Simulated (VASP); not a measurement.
Ti2O: single point with r2SCAN+D4

Crystal: Ti2O.

```xyz
3
Lattice="2.8882 0.0000 0.0000 -1.4441 2.5013 0.0000 0.0000 0.0000 4.7253" Properties=species:S:1:pos:R:3 pbc="T T T"
Ti    1.4441    0.8338    1.2779
Ti    0.0000    1.6675    3.4475
O     0.0000    0.0000    0.0000
```

```
Program             : VASP 6.6.1
Task                : single point
Functional          : r2SCAN
Dispersion          : D4
Potentials or basis : VASP PAW PBE potentials, release 64 (Ti_sv, O)
Cutoff              : 520 eV
k mesh              : 18 × 18 × 10
Occupations         : gaussian, width 0.1 eV
Spin                : no spin polarisation
```

The pressure is 14.0 GPa. The largest force is 0.061 eV/Å, the band gap on the k mesh is zero (bands 15 and 16 overlap by 1.07 eV) and the dispersion energy per atom is -0.085 eV.

Forces on the atoms (eV/Å):
```
Ti   0.000  0.000  0.061
Ti   0.000  0.000 -0.061
O    0.000  0.000  0.000
```

Stress tensor (GPa, compression positive):
```
14.03  0.00  0.00
 0.00 14.03  0.00
 0.00  0.00 13.86
```

Levels at points of the mesh, in eV from the Fermi level:
```
           k point  band 12  band 13  band 14  band 15  band 16  band 17  band 18  band 19
(0.00, 0.00, 0.00)    -6.63    -4.09    -0.41     0.21     0.59     0.59     1.18     1.18
(0.50, 0.00, 0.00)    -7.13    -2.97    -1.60    -0.68     1.22     1.99     3.21     3.22
(0.00, 0.00, 0.50)    -6.71    -2.13    -2.06     0.20     0.20     1.30     2.14     2.14
(0.50, 0.00, 0.50)    -7.04    -1.84    -1.57    -0.61    -0.60     1.10     3.15     3.31
```

Wall time 20 min on 1 thread of Oxide Virtual Turin-like Processor, on a shared host, peak memory 0.3 GiB.

Caveat: the cell stands under pressure; the PAW data sets were made with another functional, which shifts forces and pressure a little.
